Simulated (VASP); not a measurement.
Input of a VASP 6.6.1 run:

POSCAR

```
NaSi2I2
1.0
    0.0000000000      4.8114020000      0.0000000000
    4.8114020000      0.0000000000      0.0000000000
    2.4057010000      2.4057010000     -5.9547050000
Si Na I
2 1 2
Direct
    0.3840000000      0.3840000000      0.2320000000
    0.6160000000      0.6160000000      0.7680000000
    0.0000000000      0.0000000000      0.0000000000
    0.7500000000      0.2500000000      0.5000000000
    0.2500000000      0.7500000000      0.5000000000
```

The input INCAR.step1:

```
PREC = Accurate
ENCUT = 520
ISMEAR = 1
SIGMA = 0.0501
LREAL = False
LASPH = True
NELM = 80
NBANDS = 22
GGA = PE
ALGO = Normal
EDIFF = 1E-4
LWAVE = True
LCHARG = False
```

File INCAR.step2:

```
PREC = Accurate
ENCUT = 520
EDIFF = 1E-6
ISMEAR = 1
SIGMA = 0.0501
LREAL = False
LASPH = True
NELM = 80
ALGO = Normal
ISIF = 2
LWAVE = False
LCHARG = False
METAGGA = R2SCAN
LMIXTAU = True
NBANDS = 22
ISTART = 1
```

The input KPOINTS:

```
regular mesh
0
Gamma
  6 6 6
```

Potentials or basis: VASP PAW PBE potentials, release 64 (Si, Na_pv, I).

The run is started by

```bash
$ cat potpaw_PBE.64/Si/POTCAR potpaw_PBE.64/Na_pv/POTCAR potpaw_PBE.64/I/POTCAR > POTCAR
$ cp INCAR.step1 INCAR
$ mpirun -np 1 vasp_std > vasp.out
$ cp INCAR.step2 INCAR
$ mpirun -np 1 vasp_std > vasp.out
```

Q: Estimate the largest force.

A: 1.469 eV/Å.

Q: Estimate the pressure.

A: 5.2 GPa.

Forces in eV/Å, atoms in the order of the input:
```
Si   0.000  0.000  1.469
Si   0.000  0.000 -1.469
Na   0.000  0.000  0.000
I    0.000  0.000  0.000
I    0.000  0.000  0.000
```

Caveat: the PAW data sets were made with another functional, which shifts forces and pressure a little; an odd number of electrons without spin polarisation forces a metal; a magnetic or distorted state may lie lower.
